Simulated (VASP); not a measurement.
BaF2 (Frankdicksonite):

```xyz
3
Lattice="0.0000 3.1230 3.1230 3.1230 0.0000 3.1230 3.1230 3.1230 0.0000" Properties=species:S:1:pos:R:3 pbc="T T T"
Ba    0.0000    0.0000    0.0000
F     1.5615    1.5615    1.5615
F     4.6845    4.6845    4.6845
```

```yaml
Program: VASP 6.6.1
Task: relaxation of cell and atoms
Functional: PBEsol
Potentials_or_basis: VASP PAW PBE potentials, release 64 (Ba_sv, F)
Cutoff: 600 eV
k_mesh: 6 × 6 × 6
Occupations: gaussian, width 0.02 eV
Spin: no spin polarisation
```

At the start: pressure -1.9 GPa; volume 20.31 Å³/atom.

Task: Where does the relaxation end?

Result: Over 3 steps the energy falls by 4.2 meV/atom and the volume is 19.63 Å³/atom (-3.3 %); space group Fm-3m (No. 225, to 0.05 Å).

The path:
```tsv
step	energy change (eV)	largest force (eV/Å)	pressure (GPa)	volume (Å³)
1	0.0000	0.0000	-1.92	60.92
2	-0.0126	0.0000	0.09	58.80
3	-0.0126	0.0000	0.00	58.88
```

Final structure:
```cif
data_structure
_symmetry_space_group_name_H-M 'P 1'
_symmetry_Int_Tables_number 1
_cell_length_a 4.3667
_cell_length_b 4.3667
_cell_length_c 4.3667
_cell_angle_alpha 60.000
_cell_angle_beta 60.000
_cell_angle_gamma 60.000
_cell_volume 58.88
loop_
_atom_site_label
_atom_site_type_symbol
_atom_site_fract_x
_atom_site_fract_y
_atom_site_fract_z
_atom_site_occupancy
Ba1 Ba 0.00000 0.00000 0.00000 1
F1 F 0.25000 0.25000 0.25000 1
F2 F 0.75000 0.75000 0.75000 1
```

Caveat: the PAW data sets were made with another functional, which shifts forces and pressure a little.
